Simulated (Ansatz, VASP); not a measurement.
Ge2Sb2Te5 in VASP and in Ansatz

The input INCAR:

```
PREC = Accurate
ENCUT = 520
EDIFF = 1E-6
ISMEAR = 0
SIGMA = 0.03
LREAL = False
LASPH = True
NELM = 80
ALGO = Normal
ISIF = 2
LWAVE = False
LCHARG = True
GGA = PE
LELF = True
LVHAR = True
NBANDS = 44
```

KPOINTS

```
Automatic mesh
0
Gamma
  12 12 2
```

File POSCAR:

```
Ge2Sb2Te5
1.0
    4.1056387056      0.0000000000      0.0000000000
   -2.0528193528      3.5555874178      0.0000000000
    0.0000000000      0.0000000000     17.4297673544
Ge Sb Te
2 2 5
Direct
    0.0000000000      0.0000000000      0.3313200918
    0.0000000000      0.0000000000      0.6686799082
    0.3333333333      0.6666666667      0.1120971408
    0.6666666667      0.3333333333      0.8879028592
    0.0000000000      0.0000000000      0.0000000000
    0.3333333333      0.6666666667      0.7914345914
    0.6666666667      0.3333333333      0.2085654086
    0.3333333333      0.6666666667      0.4096023866
    0.6666666667      0.3333333333      0.5903976134
```

Input for Ansatz:

```yaml
crystal:
  lattice:
    - [4.1056387056, 0.0, 0.0]
    - [-2.0528193528, 3.5555874178, 0.0]
    - [0.0, 0.0, 17.4297673544]
  atoms:
    - { symbol: Ge, position: [0.0, 0.0, 0.3313200918] }
    - { symbol: Ge, position: [0.0, 0.0, 0.6686799082] }
    - { symbol: Sb, position: [0.3333333333, 0.6666666667, 0.1120971408] }
    - { symbol: Sb, position: [0.6666666667, 0.3333333333, 0.8879028592] }
    - { symbol: Te, position: [0.0, 0.0, 0.0] }
    - { symbol: Te, position: [0.3333333333, 0.6666666667, 0.7914345914] }
    - { symbol: Te, position: [0.6666666667, 0.3333333333, 0.2085654086] }
    - { symbol: Te, position: [0.3333333333, 0.6666666667, 0.4096023866] }
    - { symbol: Te, position: [0.6666666667, 0.3333333333, 0.5903976134] }
basis:
  ecutwfc: 420
kpoints:
  mp_grid: { grid: [12, 12, 2] }
hamiltonian:
  xc: pbe
scf:
  occupations: { method: gaussian, width: 0.03 }
output:
  forces: true
  stress: true
  eigenvalues: true
```

Alike in both runs: task single point; functional PBE; k mesh 12 × 12 × 2; occupations gaussian, width 0.03 eV; no spin polarisation.

```csv
,VASP,Ansatz
version,VASP 6.6.1,Ansatz 0.2.0
potentials or method,"VASP PAW PBE potentials, release 64 (Ge_d, Sb, Te), cutoff 520 eV","scalar-relativistic, plane waves, PAW"
valence electrons in the cell,68,138
```

|  | VASP | Ansatz | Ansatz less VASP |
| --- | --- | --- | --- |
| gap on the k mesh at the Fermi level (eV) | none | none | - |
| pressure (GPa) | 6.6 | 6.7 | +0.07 |
| traceless stress, the component that is largest in VASP (GPa) | -0.21 | -0.22 | -0.006 |
| rms of the force components (eV/Å) | 0.351 | 0.337 | -0.0148 |

Atom by atom the forces differ by 0.016 eV/Å (rms over components). A gap of «none» marks a metal or a gap that the smearing closes. VASP's potentials hold 68 valence electrons a cell and Ansatz's 138, so a difference there can come from the potentials and not from the codes.

Spin-orbit coupling is off throughout.
